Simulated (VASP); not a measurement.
# As (R-3m) in VASP: notebook, part 2 of 3

VASP 6.6.1.

## (3) Single point, PBEsol (strain -0.015 along x and y, +0.000 along z)

INCAR reads:

```
PREC     = Accurate       # precision mode
ENCUT    = 520            # plane-wave cutoff, eV
EDIFF    = 1E-6           # SCF threshold, eV
ISMEAR   = 0              # smearing method
SIGMA    = 0.15           # smearing width, eV
LREAL    = False          # projectors in reciprocal space
LASPH    = True           # aspherical terms in the spheres
NELM     = 100            # most SCF steps
ALGO     = Normal         # electronic algorithm
ISIF     = 2              # what is computed and relaxed
LWAVE    = False          # write WAVECAR
LCHARG   = True           # write CHGCAR
GGA      = PS             # functional
LELF     = True           # ELF
LVHAR    = True         
NBANDS   = 12             # bands
```

KPOINTS reads:

```
Automatic mesh
0
Gamma
  18 18 18
```

POSCAR reads:

```
As
1.0
    1.8515532156      1.0689947475      3.4857700000
   -1.8515532156      1.0689947475      3.4857700000
    0.0000000000     -2.1379894949      3.4857700000
As
2
Direct
    0.2275400000      0.2275400000      0.2275400000
    0.7724600000      0.7724600000      0.7724600000
```

Potentials or basis: VASP PAW PBE potentials, release 64 (As).

On the command line:

```console
> cat potpaw_PBE.64/As/POTCAR > POTCAR
> mpirun -np 1 vasp_std > vasp.out
```

OUTCAR:

```text
PREC = Accurate
   ENCUT = 520
   EDIFF = 1E-6
   ISMEAR = 0
   LREAL = False
   LASPH = True
   NELM = 100
   ISIF = 2
   GGA = PS

 ion  position               nearest neighbor table
   1  0.228  0.228  0.228-   2 2.49   2 2.49   2 2.49
   2  0.772  0.772  0.772-   1 2.49   1 2.49   1 2.49

  LATTYP: Found a trigonal (rhomboedric) cell.
 ALAT       =     4.0892042714
 COS(alpha) =     0.5899613628

  Lattice vectors:

 A1 = (   1.8515532156,   1.0689947475,   3.4857700000)
 A2 = (  -1.8515532156,   1.0689947475,   3.4857700000)
 A3 = (   0.0000000000,  -2.1379894949,   3.4857700000)

Analysis of symmetry for initial positions (statically):
=====================================================================
 Subroutine PRICEL returns:
 Original cell was already a primitive cell.

 Routine SETGRP: Setting up the symmetry group for a
 trigonal (rhombohedral) supercell.

 Subroutine GETGRP returns: Found 12 space group operations
 (whereof 12 operations were pure point group operations)
 out of a pool of 12 trial point group operations.

The static configuration has the point symmetry D_3d.

Analysis of symmetry for dynamics (positions and initial velocities):
=====================================================================
 Subroutine PRICEL returns:
 Original cell was already a primitive cell.

 Routine SETGRP: Setting up the symmetry group for a
 trigonal (rhombohedral) supercell.

 Subroutine GETGRP returns: Found 12 space group operations
 (whereof 12 operations were pure point group operations)
 out of a pool of 12 trial point group operations.

The dynamic configuration has the point symmetry D_3d.

 Subroutine INISYM returns: Found 12 space group operations
 (whereof 12 operations are pure point group operations),
 and found     1 'primitive' translations

----------------------------------------------------------------------------------------
[... 121 lines left out ...]
   IVDW    =     0    specifies the selected vdW correction
   LEPSILON=     F    determine dielectric tensor
   LRPA    =     F    only Hartree local field effects (RPA)
 non-spin polarized calculation
 Gauss-broadening in eV      SIGMA  =   0.15
  energy-cutoff  :      520.00
  volume of cell :       41.40
 maximum number of plane-waves:      1129
   NGX = 15   NGY = 15   NGZ = 15

 number of electron      10.0000000 magnetization

 number of electron       9.9999999 magnetization

 Free energy of the ion-electron system (eV)
  ---------------------------------------------------
  ext. energy  EPLUGINS =         0.00000000
  ---------------------------------------------------
  free energy    TOTEN  =       -10.18427942 eV

  energy without entropy =      -10.18032628  energy(sigma->0) =      -10.18230285

 E-fermi :   5.8868     XC(G=0): -10.2820

 val. band max:        5.8807686247   @ k =   0.4444   0.3333   0.2778
 cond. band min:       5.8893808825   @ k =   0.3889   0.2778   0.2222
 fundamental gap:      0.0086122578
 Fermi energy:         5.8868302577

 k-point     1 :       0.0000    0.0000    0.0000
  band No.  band energies     occupation
      1      -9.6191      2.00000
      2       0.1347      2.00000
      3       3.0107      2.00000
      4       3.7801      2.00000
      5       3.7801      2.00000
      6       7.5269      0.00000
      7       8.7844      0.00000
      8       8.7844      0.00000
      9      12.5805      0.00000
     10      12.5805      0.00000
     11      12.9960      0.00000
     12      14.5206      0.00000
[... 331 lines left out ...]
 k-point    24 :      -0.2222    0.0556   -0.0000
  band No.  band energies     occupation
      1      -8.7572      2.00000
      2      -2.2482      2.00000
      3       2.8255      2.00000
      4       3.2090      2.00000
      5       4.0776      2.00000
      6       6.9237      0.00000
      7       7.4651      0.00000
      8       8.4065      0.00000
      9      11.4610      0.00000
     10      12.4424      0.00000
     11      13.9745      0.00000
     12      17.2059      0.00000

 [... further k-points ...]

------------------------ aborting loop because EDIFF is reached ----------------------------------------

  FORCE on cell =-STRESS in cart. coord.  units (eV):
  Direction    XX          YY          ZZ          XY          YZ          ZX
  --------------------------------------------------------------------------------------
  -------------------------------------------------------------------------------------
  Total        1.0994616      1.0994616      0.4398332      0.0000000      0.0000000      0.0000000
  in kB       42.5528739     42.5528739     17.0230282      0.0000000      0.0000000      0.0000000
  external PRESSURE =      34.0429253 kB  Pullay stress =       0.0000000 kB

 VOLUME and BASIS-vectors are now :
 -----------------------------------------------------------------------------
  energy-cutoff  :      520.00
  volume of cell :       41.40
      direct lattice vectors                 reciprocal lattice vectors
     1.851553216  1.068994747  3.485770000     0.270043548  0.155909715  0.095626887
    -1.851553216  1.068994747  3.485770000    -0.270043548  0.155909715  0.095626887
     0.000000000 -2.137989495  3.485770000     0.000000000 -0.311819430  0.095626887

 POSITION                                       TOTAL-FORCE (eV/Angst)
 -----------------------------------------------------------------------------------
      0.00000      0.00000      2.37946         0.000000      0.000000      0.420202
      0.00000      0.00000      8.07785         0.000000     -0.000000     -0.420202
 -----------------------------------------------------------------------------------
    total drift:                               -0.000000      0.000000     -0.000000

  FREE ENERGIE OF THE ION-ELECTRON SYSTEM (eV)
  ---------------------------------------------------
  free  energy   TOTEN  =       -10.1842794219 eV

  energy  without entropy=      -10.1803262775  energy(sigma->0) =      -10.18230285
```

stdout:

```text
POSCAR found type information on POSCAR As
 POSCAR found :  1 types and       2 ions
 scaLAPACK will be used
 -----------------------------------------------------------------------------
|                                                                             |
|                                                                             |
|     You enforced a specific xc type in the INCAR file but a different       |
|     I HOPE YOU KNOW WHAT YOU ARE DOING!                                     |
|                                                                             |
 -----------------------------------------------------------------------------

 LDA part: xc-table for (Slater+PW92), standard interpolation
 POSCAR, INCAR and KPOINTS ok, starting setup
 FFT: planning ... GRIDC
 FFT: planning ... GRID_SOFT
 FFT: planning ... GRID
 WAVECAR not read
 entering main loop
```

It took 2.6 min on 1 thread of AMD EPYC 7R13 (Zen 3), shared host; peak memory 0.33 GiB.

Results:

```
Free energy            : -10.1843 eV
Pressure               : 3.4 GPa
Largest force          : 0.420 eV/Å
Band gap on the k mesh : zero (bands 5 and 6 overlap by 0.63 eV)
```

Forces in eV/Å, atoms in the order of the input:
```
As   0.000  0.000  0.420
As   0.000  0.000 -0.420
```

Stress tensor (GPa, compression positive):
```
4.26 0.00 0.00
0.00 4.26 0.00
0.00 0.00 1.70
```

Caveat: the cell differs from its parent crystal (strain -0.015 along x and y, +0.000 along z); the cell stands under pressure; the PAW data sets were made with another functional, which shifts forces and pressure a little.

## (4) Single point, PBEsol (strain +0.000 along x and y, -0.015 along z)

INCAR reads:

```
SYSTEM = As
  PREC = Accurate
  ENCUT = 520
  EDIFF = 1E-6
  ISMEAR = 0
  SIGMA = 0.15
  LREAL = .FALSE.
  LASPH = .TRUE.
  NELM = 80
  ALGO = Normal
  ISIF = 2
  LWAVE = .FALSE.
  LCHARG = .FALSE.
  GGA = PS
  NBANDS = 12
```

KPOINTS reads:

```
regular mesh
0
G
  18 18 18
  0 0 0
```

POSCAR reads:

```
As
1.0
    1.8797494575      1.0852738553      3.4334834500
   -1.8797494575      1.0852738553      3.4334834500
    0.0000000000     -2.1705477106      3.4334834500
As
2
Direct
    0.2275400000      0.2275400000      0.2275400000
    0.7724600000      0.7724600000      0.7724600000
```

Potentials or basis: VASP PAW PBE potentials, release 64 (As).

On the command line:

```console
> cat potpaw_PBE.64/As/POTCAR > POTCAR
> mpirun -np 1 vasp_std > vasp.out
```

OUTCAR:

```text
SYSTEM = As
   PREC = Accurate
   ENCUT = 520
   EDIFF = 1E-6
   ISMEAR = 0
   LREAL = .FALSE.
   LASPH = .TRUE.
   NELM = 80
   ISIF = 2
   GGA = PS

 ion  position               nearest neighbor table
   1  0.228  0.228  0.228-   2 2.51   2 2.51   2 2.51
   2  0.772  0.772  0.772-   1 2.51   1 2.51   1 2.51

  LATTYP: Found a trigonal (rhomboedric) cell.
 ALAT       =     4.0620297839
 COS(alpha) =     0.5717042893

  Lattice vectors:

 A1 = (   1.8797494575,   1.0852738553,   3.4334834500)
 A2 = (  -1.8797494575,   1.0852738553,   3.4334834500)
 A3 = (   0.0000000000,  -2.1705477106,   3.4334834500)

Analysis of symmetry for initial positions (statically):
=====================================================================
 Subroutine PRICEL returns:
 Original cell was already a primitive cell.

 Routine SETGRP: Setting up the symmetry group for a
 trigonal (rhombohedral) supercell.

 Subroutine GETGRP returns: Found 12 space group operations
 (whereof 12 operations were pure point group operations)
 out of a pool of 12 trial point group operations.

The static configuration has the point symmetry D_3d.

Analysis of symmetry for dynamics (positions and initial velocities):
=====================================================================
 Subroutine PRICEL returns:
 Original cell was already a primitive cell.

 Routine SETGRP: Setting up the symmetry group for a
 trigonal (rhombohedral) supercell.

 Subroutine GETGRP returns: Found 12 space group operations
 (whereof 12 operations were pure point group operations)
 out of a pool of 12 trial point group operations.

The dynamic configuration has the point symmetry D_3d.

 Subroutine INISYM returns: Found 12 space group operations
 (whereof 12 operations are pure point group operations),
 and found     1 'primitive' translations

----------------------------------------------------------------------------------------

                                     Primitive cell

  volume of cell :      42.0267
[... 118 lines left out ...]
   LEPSILON=     F    determine dielectric tensor
   LRPA    =     F    only Hartree local field effects (RPA)
 non-spin polarized calculation
 Gauss-broadening in eV      SIGMA  =   0.15
  energy-cutoff  :      520.00
  volume of cell :       42.03
 maximum number of plane-waves:      1145
   NGX = 15   NGY = 15   NGZ = 15

 number of electron      10.0000000 magnetization

 Free energy of the ion-electron system (eV)
  ---------------------------------------------------
  ext. energy  EPLUGINS =         0.00000000
  ---------------------------------------------------
  free energy    TOTEN  =       -10.20301268 eV

  energy without entropy =      -10.20018884  energy(sigma->0) =      -10.20160076

 E-fermi :   5.6405     XC(G=0): -10.2219

 val. band max:        5.6395684454   @ k =   0.5000   0.0556   0.0556
 cond. band min:       5.6464015657   @ k =   0.3333   0.1667   0.1667
 fundamental gap:      0.0068331203
 Fermi energy:         5.6404613421

 k-point     1 :       0.0000    0.0000    0.0000
  band No.  band energies     occupation
      1      -9.6271      2.00000
      2      -0.0298      2.00000
      3       3.1296      2.00000
      4       3.4976      2.00000
      5       3.4976      2.00000
      6       7.3328      0.00000
      7       8.5801      0.00000
      8       8.5801      0.00000
      9      12.2460      0.00000
     10      12.2460      0.00000
     11      12.7513      0.00000
     12      14.2424      0.00000
[... 331 lines left out ...]
 k-point    24 :      -0.2222    0.0556    0.0000
  band No.  band energies     occupation
      1      -8.7930      2.00000
      2      -2.4606      2.00000
      3       2.6590      2.00000
      4       3.2602      2.00000
      5       4.0308      2.00000
      6       6.7770      0.00000
      7       7.2271      0.00000
      8       8.1948      0.00000
      9      11.2594      0.00000
     10      12.2473      0.00000
     11      13.5573      0.00000
     12      16.8544      0.00000

 [... further k-points ...]

------------------------ aborting loop because EDIFF is reached ----------------------------------------

  FORCE on cell =-STRESS in cart. coord.  units (eV):
  Direction    XX          YY          ZZ          XY          YZ          ZX
  --------------------------------------------------------------------------------------
  -------------------------------------------------------------------------------------
  Total        0.4674994      0.4674994      0.2698270      0.0000000      0.0000000      0.0000000
  in kB       17.8223992     17.8223992     10.2865677      0.0000000      0.0000000      0.0000000
  external PRESSURE =      15.3104553 kB  Pullay stress =       0.0000000 kB

 VOLUME and BASIS-vectors are now :
 -----------------------------------------------------------------------------
  energy-cutoff  :      520.00
  volume of cell :       42.03
      direct lattice vectors                 reciprocal lattice vectors
     1.879749457  1.085273855  3.433483450     0.265992895  0.153571070  0.097083134
    -1.879749457  1.085273855  3.433483450    -0.265992895  0.153571070  0.097083134
     0.000000000 -2.170547711  3.433483450     0.000000000 -0.307142139  0.097083134

 POSITION                                       TOTAL-FORCE (eV/Angst)
 -----------------------------------------------------------------------------------
      0.00000      0.00000      2.34376         0.000000     -0.000000      0.368565
      0.00000      0.00000      7.95669         0.000000      0.000000     -0.368565
 -----------------------------------------------------------------------------------
    total drift:                               -0.000000      0.000000     -0.000000

  FREE ENERGIE OF THE ION-ELECTRON SYSTEM (eV)
  ---------------------------------------------------
  free  energy   TOTEN  =       -10.2030126807 eV

  energy  without entropy=      -10.2001888363  energy(sigma->0) =      -10.20160076
```

stdout:

```text
POSCAR found type information on POSCAR As
 POSCAR found :  1 types and       2 ions
 scaLAPACK will be used
 -----------------------------------------------------------------------------
|                                                                             |
|                                                                             |
|     You enforced a specific xc type in the INCAR file but a different       |
|     I HOPE YOU KNOW WHAT YOU ARE DOING!                                     |
|                                                                             |
 -----------------------------------------------------------------------------

 LDA part: xc-table for (Slater+PW92), standard interpolation
 POSCAR, INCAR and KPOINTS ok, starting setup
 FFT: planning ... GRIDC
 FFT: planning ... GRID_SOFT
 FFT: planning ... GRID
 WAVECAR not read
 entering main loop
```

Run time: 2.4 min. Hardware: 1 thread of AMD EPYC 7R13 (Zen 3), shared host; peak memory 0.34 GiB.

What came out:

| Item | Value |
| --- | --- |
| Free energy | -10.2030 eV |
| Pressure | 1.5 GPa |
| Largest force | 0.369 eV/Å |
| Band gap on the k mesh | zero (bands 5 and 6 overlap by 0.41 eV) |

Forces in eV/Å, atoms in the order of the input:
```
As   0.000  0.000  0.369
As   0.000  0.000 -0.369
```

Levels at points of the mesh, in eV from the Fermi level:
```csv
k point,band 3,band 4,band 5,band 6,band 7,band 8
"(0.00, 0.00, 0.00)",-2.51,-2.14,-2.14,1.69,2.94,2.94
"(0.50, 0.00, 0.00)",-2.87,-2.72,-0.43,-0.35,0.24,1.15
"(0.50, 0.50, 0.00)",-6.24,-4.38,-4.34,1.31,5.60,6.84
"(0.50, 0.50, 0.50)",-1.86,-1.86,-0.75,0.54,0.54,1.75
```

Caveat: the cell differs from its parent crystal (strain +0.000 along x and y, -0.015 along z); the PAW data sets were made with another functional, which shifts forces and pressure a little.

## (5) Single point, PBEsol (strain -0.015 along x and y, +0.015 along z)

INCAR reads:

```
PREC = Accurate
ENCUT = 520
EDIFF = 1E-7
ISMEAR = 0
SIGMA = 0.15
LREAL = F
LASPH = T
NELM = 60
ALGO = Normal
ISIF = 2
LWAVE = F
LCHARG = F
GGA = PS
NBANDS = 12
```

KPOINTS reads:

```
regular mesh
0
Gamma
  18 18 18
```

POSCAR reads:

```
As
1.0
    1.8515532156      1.0689947475      3.5380565500
   -1.8515532156      1.0689947475      3.5380565500
    0.0000000000     -2.1379894949      3.5380565500
As
2
Direct
    0.2275400000      0.2275400000      0.2275400000
    0.7724600000      0.7724600000      0.7724600000
```

On the command line:

```console
> cat potpaw_PBE.64/As/POTCAR > POTCAR
> mpirun -np 1 vasp_std > vasp.out
```

Wall time 2.8 min (1 thread of AMD EPYC 7R13 (Zen 3), shared host); peak memory 0.34 GiB.

It converged, with:

```
Free energy            : -10.1887 eV
Pressure               : 2.3 GPa
Largest force          : 0.284 eV/Å
Band gap on the k mesh : zero (bands 5 and 6 overlap by 0.67 eV)
```

Forces in eV/Å, atoms in the order of the input:
```
As   0.000  0.000  0.284
As   0.000  0.000 -0.284
```

Stress tensor (GPa, compression positive):
```
3.13 0.00 0.00
0.00 3.13 0.00
0.00 0.00 0.59
```

Levels at points of the mesh, in eV from the Fermi level:
```
           k point  band 2  band 3  band 4  band 5  band 6  band 7  band 8  band 9
(0.00, 0.00, 0.00)   -5.89   -2.95   -2.01   -2.01    1.65    2.87    2.87    6.77
(0.50, 0.00, 0.00)  -11.31   -3.09   -2.92   -0.51   -0.43   -0.07    1.20    8.58
(0.50, 0.50, 0.00)   -9.88   -6.29   -4.57   -4.23    1.29    5.38    6.75    7.17
(0.50, 0.50, 0.50)  -10.36   -1.74   -1.74   -0.44    0.73    0.73    1.86    7.80
```

Caveat: the cell differs from its parent crystal (strain -0.015 along x and y, +0.015 along z); the PAW data sets were made with another functional, which shifts forces and pressure a little.

(Continued in part 3 of 3.)
